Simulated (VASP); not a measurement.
# H10C20N in VASP: single point with PBEsol

Aim: the single point of H10C20N with PBEsol.

Program: VASP 6.6.1. These are calculated values, not measurements. Logs are shortened: lines on timing, memory, paths and dates and some standing lists are left out, and cuts for length are marked.

## 1. The cell of the first run

The cell holds a slab with vacuum, 31 atoms: a = 5.049 Å, b = 5.049 Å, c = 17.165 Å, α = 90.00°, β = 90.00°, γ = 90.00°.

## 2. Single point, PBEsol, collinear spin, ferromagnetic start

Contents of INCAR:

```
PREC = Accurate
ENCUT = 520
EDIFF = 1E-6
ISMEAR = -1
SIGMA = 0.02
LREAL = Auto
LASPH = T
NELM = 150
ALGO = Normal
ISIF = 2
LWAVE = F
LCHARG = F
ISPIN = 2
MAGMOM = 0 0 0 0 0 0 0 0 0 0 0 0 0 0 0 0 0 0 0 0 0 0 0 0 0 0 0 0 0 0 1
LORBIT = 11
GGA = PS
NBANDS = 72
```

Contents of KPOINTS:

```
regular mesh
0
Gamma
  2 2 1
```

Contents of POSCAR:

```
H10C20N
1.0
    5.0487420000      0.0000000000      0.0000000000
    0.0000000000      5.0487420000      0.0000000000
    0.0000000000      0.0000000000     17.1647000000
H C N
10 20 1
Direct
    0.4277897346      0.0000000000      0.0582591015
    0.0722160095      0.0000000000      0.0582591015
    0.9277954786      0.0000000000      0.0582591015
    0.5722217535      0.0000000000      0.0582591015
    0.4277897346      0.5000057440      0.0582591015
    0.0722160095      0.5000057440      0.0582591015
    0.9277954786      0.5000057440      0.0582591015
    0.5722217535      0.5000057440      0.0582591015
    0.2287500530      0.3455514265      0.4187722477
    0.6039524301      0.4489237121      0.3627735993
    0.2500028720      0.0000000000      0.0952361533
    0.7500086160      0.0000000000      0.0952361533
    0.2500028720      0.5000057440      0.0952361533
    0.7500086160      0.5000057440      0.0952361533
    0.2500028720      0.2500028720      0.1472324014
    0.7500086160      0.2500028720      0.1472324014
    0.2500028720      0.7500086160      0.1472324014
    0.7500086160      0.7500086160      0.1472324014
    0.0098440364      0.2457245785      0.1958904030
    0.4987975222      0.2380593027      0.1926686747
    0.0051299908      0.7313505028      0.1962166539
    0.4995699919      0.7304789985      0.1931289216
   -0.0005347867      0.0000792277      0.2542951523
    0.5005999514      0.0002376830      0.2514637599
    0.0138252262      0.4878641056      0.2605929611
    0.5104836017      0.4758016948      0.2533513548
    0.2526371916      0.0780590492      0.2771793273
    0.7514545207      0.0973905975      0.2826382052
    0.2696909448      0.3639322429      0.2969291628
    0.7598922662      0.4015851870      0.2886155890
    0.3702506486      0.4123997622      0.3766800468
```

Potentials or basis: VASP PAW PBE potentials, release 64 (H, C, N).

Command:

```
$ cat potpaw_PBE.64/H/POTCAR potpaw_PBE.64/C/POTCAR potpaw_PBE.64/N/POTCAR > POTCAR
$ mpirun -np 1 vasp_std > vasp.out
```

OUTCAR:

```text
PREC = Accurate
   ENCUT = 520
   EDIFF = 1E-6
   ISMEAR = -1
   LREAL = Auto
   LASPH = T
   NELM = 150
   ISIF = 2
   ISPIN = 2
   LORBIT = 11
   GGA = PS

 ion  position               nearest neighbor table
   1  0.428  0.000  0.058-   4 0.73  11 1.10
   2  0.072  0.000  0.058-   3 0.73  11 1.10
   3  0.928  0.000  0.058-   2 0.73  12 1.10
   4  0.572  0.000  0.058-   1 0.73  12 1.10
   5  0.428  0.500  0.058-   8 0.73  13 1.10
   6  0.072  0.500  0.058-   7 0.73  13 1.10
   7  0.928  0.500  0.058-   6 0.73  14 1.10
   8  0.572  0.500  0.058-   5 0.73  14 1.10
   9  0.229  0.346  0.419-  31 1.07
  10  0.604  0.449  0.363-  31 1.22
  11  0.250  0.000  0.095-   2 1.10   1 1.10  17 1.55  15 1.55
  12  0.750  0.000  0.095-   4 1.10   3 1.10  18 1.55  16 1.55
  13  0.250  0.500  0.095-   6 1.10   5 1.10  15 1.55  17 1.55
  14  0.750  0.500  0.095-   8 1.10   7 1.10  16 1.55  18 1.55
  15  0.250  0.250  0.147-  19 1.47  20 1.48  13 1.55  11 1.55
  16  0.750  0.250  0.147-  20 1.49  14 1.55  12 1.55  19 1.56
  17  0.250  0.750  0.147-  22 1.49  21 1.50  11 1.55  13 1.55
  18  0.750  0.750  0.147-  22 1.49  21 1.54  12 1.55  14 1.55
  19  0.010  0.246  0.196-  15 1.47  16 1.56  23 1.60  25 1.65  27 2.04
  20  0.499  0.238  0.193-  15 1.48  16 1.49  24 1.57  26 1.59
  21  0.005  0.731  0.196-  17 1.50  18 1.54  25 1.65  23 1.68
  22  0.500  0.730  0.193-  17 1.49  18 1.49  26 1.65  24 1.69
  23  0.999  0.000  0.254-  27 1.39  28 1.43  19 1.60  21 1.68
  24  0.501  0.000  0.251-  27 1.38  28 1.46  20 1.57  22 1.69
  25  0.014  0.488  0.261-  30 1.44  29 1.57  19 1.65  21 1.65
  26  0.510  0.476  0.253-  30 1.45  29 1.54  20 1.59  22 1.65
  27  0.253  0.078  0.277-  24 1.38  23 1.39  29 1.49  19 2.04
  28  0.751  0.097  0.283-  23 1.43  24 1.46  30 1.54
  29  0.270  0.364  0.297-  31 1.48  27 1.49  26 1.54  25 1.57
  30  0.760  0.402  0.289-  25 1.44  26 1.45  28 1.54
  31  0.370  0.412  0.377-   9 1.07  10 1.22  29 1.48

  LATTYP: Found a simple tetragonal cell.
 ALAT       =     5.0487420000
 C/A-ratio  =     3.3997974149

  Lattice vectors:

 A1 = (   5.0487420000,   0.0000000000,   0.0000000000)
 A2 = (   0.0000000000,   5.0487420000,   0.0000000000)
 A3 = (   0.0000000000,   0.0000000000,  17.1647000000)

Analysis of symmetry for initial positions (statically):
=====================================================================
 Subroutine PRICEL returns:
 Original cell was already a primitive cell.

 Routine SETGRP: Setting up the symmetry group for a
 simple tetragonal supercell.

 Subroutine GETGRP returns: Found  1 space group operations
 (whereof  1 operations were pure point group operations)
 out of a pool of 16 trial point group operations.

The static configuration has the point symmetry C_1 .

Analysis of symmetry for dynamics (positions and initial velocities):
=====================================================================
 Subroutine PRICEL returns:
 Original cell was already a primitive cell.

 Routine SETGRP: Setting up the symmetry group for a
 simple tetragonal supercell.

 Subroutine GETGRP returns: Found  1 space group operations
 (whereof  1 operations were pure point group operations)
 out of a pool of 16 trial point group operations.

The dynamic configuration has the point symmetry C_1 .

Analysis of structural, dynamic, and magnetic symmetry:
=====================================================================
 Subroutine PRICEL returns:
 Original cell was already a primitive cell.

 Routine SETGRP: Setting up the symmetry group for a
 simple tetragonal supercell.

 Subroutine GETGRP returns: Found  1 space group operations
 (whereof  1 operations were pure point group operations)
 out of a pool of 16 trial point group operations.

The overall configuration has the point symmetry C_1 .

 Subroutine INISYM returns: Found  1 space group operations
 (whereof  1 operations are pure point group operations),
 and found     1 'primitive' translations

----------------------------------------------------------------------------------------

                                     Primitive cell

  volume of cell :     437.5247

  direct lattice vectors                    reciprocal lattice vectors
     5.048742000  0.000000000  0.000000000     0.198069143  0.000000000  0.000000000
[... 90 lines left out ...]

  Shift w.r.t. Gamma in fractional coordinates (k-lattice)
     0.000000000  0.000000000  0.000000000

 Subroutine IBZKPT returns following result:
 ===========================================

 Found      4 irreducible k-points:

 Following reciprocal coordinates:
            Coordinates               Weight
  0.000000  0.000000  0.000000      1.000000
  0.500000  0.000000  0.000000      1.000000
  0.000000  0.500000  0.000000      1.000000
  0.500000  0.500000  0.000000      1.000000
   k-points           NKPTS =      4   k-points in BZ     NKDIM =      4   number of bands    NBANDS=     72
   number of dos      NEDOS =    301   number of ions     NIONS =     31
   total plane-waves  NPLWV = 204800
   dimension x,y,z NGX =    40 NGY =   40 NGZ =  128
   dimension x,y,z NGXF=    80 NGYF=   80 NGZF=  256
   ions per type =              10  20   1
   NGX,Y,Z   is equivalent  to a cutoff of  13.17, 13.17, 12.40 a.u.
   NGXF,Y,Z  is equivalent  to a cutoff of  26.34, 26.34, 24.79 a.u.
 SYSTEM =  unknown system
   PREC   = accura    normal or accurate (medium, high low for compatibility)
   ISTART =      0    job   : 0-new  1-cont  2-samecut
   ICHARG =      2    charge: 1-file 2-atom 10-const
   ISPIN  =      2    spin polarized calculation?
   LNONCOLLINEAR =      F non collinear calculations
   LSORBIT =      F    spin-orbit coupling
   LASPH  =      T    aspherical Exc in radial PAW
   ENCUT  =  520.0 eV  38.22 Ry    6.18 a.u.   9.39  9.39 31.91*2*pi/ulx,y,z
   NELM   =    150;   NELMIN=  2; NELMDL= -5     # of ELM steps
   EDIFF  = 0.1E-05   stopping-criterion for ELM
   LREAL  =      T    real-space projection
   EDIFFG = 0.1E-04   stopping-criterion for IOM
   NSW    =      0    number of steps for IOM
   IBRION =     -1    ionic relax: 0-MD 1-quasi-New 2-CG
   NFREE  =      0    steps in history (QN), initial steepest desc. (CG)
   ISIF   =      2    stress and relaxation
   ISYM   =      2    0-nonsym 1-usesym 2-fastsym
   POTIM  = 0.5000    time-step for ionic-motion
   TEBEG  =    0.0;   TEEND  =   0.0 temperature during run
   PSTRESS=    0.0 pullay stress
   NELECT =      95.0000    total number of electrons
   NUPDOWN=      -1.0000    fix difference up-down
   EMIN   =  10.00;   EMAX   =-10.00  energy-range for DOS
   EFERMI =   0.00;   METHOD = LEGACY
   ISMEAR =    -1;   SIGMA  =   0.02  broadening in eV -4-tet -1-fermi 0-gaus
   EFERMI_NEDOS =   21; number of points for ismear=-14 and -15
   IALGO  =     38    algorithm
   IMIX   =      4    mixing-type and parameters
     AMIX     =   0.40;   BMIX     =  1.00
     AMIX_MAG =   1.60;   BMIX_MAG =  1.00
  volume/ion in A,a.u.               =      14.11        95.24
  Fermi-wavevector in a.u.,A,eV,Ry     =   0.983970  1.859434 13.173118  0.968197
  Thomas-Fermi vector in A             =   2.115168
   LORBIT       =     11    0 simple, 1 ext, 2 COOP (PROOUT), +10 PAW based schemes
   GGA     = PS    functional components
   LHFCALC =     F    Hartree Fock is set to
   AEXX    =    0.0000 exact exchange contribution
   IVDW    =     0    specifies the selected vdW correction
   LEPSILON=     F    determine dielectric tensor
   LRPA    =     F    only Hartree local field effects (RPA)
 spin polarized calculation
  energy-cutoff  :      520.00
  volume of cell :      437.52
 maximum number of plane-waves:     11843
 NGX is ok and might be reduce to    40
   NGX = 19   NGY = 19   NGZ = 63

 number of electron      95.0000005 magnetization       0.0000286

 number of electron      95.0000005 magnetization      -0.0000045

 Free energy of the ion-electron system (eV)
  ---------------------------------------------------
  ext. energy  EPLUGINS =         0.00000000
  ---------------------------------------------------
  free energy    TOTEN  =      -210.75863047 eV

  energy without entropy =     -210.75861388  energy(sigma->0) =     -210.75862217

 E-fermi :   1.0610     XC(G=0):  -5.2319

 val. band max:        0.8720108122   @ k =   0.0000   0.0000   0.0000
 cond. band min:       1.2498253585   @ k =   0.5000   0.0000   0.0000
 fundamental gap:      0.3778145462
 Fermi energy:         1.0609805162

 spin component 1

 k-point     1 :       0.0000    0.0000    0.0000
  band No.  band energies     occupation
      1     -21.5640      1.00000
      2     -19.2900      1.00000
      3     -17.3422      1.00000
      4     -17.0228      1.00000
      5     -16.8133      1.00000
      6     -16.6551      1.00000
[... 237 lines left out ...]
     58       6.2004      0.00000
     59       6.6915      0.00000
 Fermi energy:         1.0609805162

 spin component 2

 k-point     1 :       0.0000    0.0000    0.0000
  band No.  band energies     occupation
      1     -21.5640      1.00000
      2     -19.2900      1.00000
      3     -17.3422      1.00000
      4     -17.0228      1.00000
      5     -16.8133      1.00000
      6     -16.6551      1.00000
[... 237 lines left out ...]
     58       6.2023      0.00000
     59       6.6982      0.00000
 [bands above 59 left out]

------------------------ aborting loop because EDIFF is reached ----------------------------------------

  FORCE on cell =-STRESS in cart. coord.  units (eV):
  Direction    XX          YY          ZZ          XY          YZ          ZX
  --------------------------------------------------------------------------------------
  -------------------------------------------------------------------------------------
  Total       79.8834050     -5.4472063      9.1981625     -2.5698696      3.0804012     -6.1862992
  in kB      292.5260706    -19.9471951     33.6828699     -9.4106386     11.2801610    -22.6536889
  external PRESSURE =     102.0872485 kB  Pullay stress =       0.0000000 kB

 VOLUME and BASIS-vectors are now :
 -----------------------------------------------------------------------------
  energy-cutoff  :      520.00
  volume of cell :      437.52
      direct lattice vectors                 reciprocal lattice vectors
     5.048742000  0.000000000  0.000000000     0.198069143  0.000000000  0.000000000
     0.000000000  5.048742000  0.000000000     0.000000000  0.198069143  0.000000000
     0.000000000  0.000000000 17.164700000     0.000000000  0.000000000  0.058259102

 POSITION                                       TOTAL-FORCE (eV/Angst)
 -----------------------------------------------------------------------------------
      2.15980      0.00000      1.00000        -8.981136     -0.061637      0.041303
      0.36460      0.00000      1.00000         8.975011     -0.098365      0.015982
      4.68420      0.00000      1.00000        -9.000102     -0.095354     -0.011837
      2.88900      0.00000      1.00000         8.929384     -0.051563      0.074986
      2.15980      2.52440      1.00000        -8.943177     -0.013517      0.028669
      0.36460      2.52440      1.00000         8.972250     -0.038045      0.015458
[... 23 lines left out ...]
      3.83650      2.02750      4.95400        -0.822303     -2.343708      3.293274
      1.86930      2.08210      6.46560        -2.245819     -0.515647     -0.195580
 -----------------------------------------------------------------------------------
    total drift:                               -0.006033     -0.005314     -0.054017

  FREE ENERGIE OF THE ION-ELECTRON SYSTEM (eV)
  ---------------------------------------------------
  free  energy   TOTEN  =      -210.7586304695 eV

  energy  without entropy=     -210.7586138786  energy(sigma->0) =     -210.75862217

 total charge

# of ion       s       p       d       tot
------------------------------------------
    1        0.736   0.101   0.000   0.837
    2        0.736   0.102   0.000   0.837
    3        0.736   0.101   0.000   0.838
    4        0.735   0.102   0.000   0.836
    5        0.736   0.102   0.000   0.837
    6        0.736   0.102   0.000   0.838
[... 23 lines left out ...]
   30        0.831   1.780   0.000   2.611
   31        1.215   2.587   0.000   3.802
--------------------------------------------------
tot         25.012  38.526   0.000  63.538

 magnetization (x)

# of ion       s       p       d       tot
------------------------------------------
    1        0.000   0.000   0.000   0.000
    2        0.000   0.000   0.000   0.000
    3        0.000   0.000   0.000   0.000
    4        0.000   0.000   0.000   0.000
    5        0.000   0.000   0.000   0.000
    6        0.000   0.000   0.000   0.000
[... 23 lines left out ...]
   30        0.000  -0.000   0.000  -0.000
   31       -0.000  -0.000   0.000  -0.000
--------------------------------------------------
tot          0.000  -0.000   0.000  -0.000
```

It took 7.7 min on 1 thread of Oxide Virtual Turin-like, shared host; peak memory 0.67 GiB.

What came out:

```
Free energy                                           : -210.7586 eV
Largest force                                         : 9.001 eV/Å
Net moment                                            : 0.00 μB per cell
Valence electrons inside the program's atomic spheres : H 0.84, 0.64, 0.53; C 2.68, 2.64, 2.58, 2.60, 2.57, 2.53, 2.61, 2.47, 2.50, 2.62, 2.55, 2.54; N 3.80
```

Forces in eV/Å, atoms in the order of the input:
```
H   -8.981 -0.062  0.041
H    8.975 -0.098  0.016
H   -9.000 -0.095 -0.012
H    8.929 -0.052  0.075
H   -8.943 -0.014  0.029
H    8.972 -0.038  0.015
H   -8.995 -0.052 -0.012
H    8.953 -0.022 -0.006
H    1.702  0.598 -0.572
H   -1.403 -0.647  1.410
C   -0.241 -0.062  0.636
C    0.491  0.009  0.871
C   -0.183 -0.138  0.457
C    0.143 -0.149  0.480
C    0.481 -0.456 -4.017
C    0.736 -0.402 -3.168
C    0.046 -1.132 -2.059
C    0.567 -1.574 -1.811
C   -0.937  1.858 -0.362
C    0.831  2.309 -0.134
C   -0.699  2.070  5.284
C    0.602  1.584  6.317
C   -0.087 -2.564 -3.287
C    1.229 -2.606 -3.420
C    0.567 -1.591 -4.889
C   -0.960 -0.814 -5.692
C   -0.505  1.178  4.214
C    0.187  2.196  2.958
C    0.591  3.625  3.538
C   -0.822 -2.344  3.293
N   -2.246 -0.516 -0.196
```

Caveat: the k points lie up to 0.62 Å⁻¹ apart; the PAW data sets were made with another functional, which shifts forces and pressure a little.
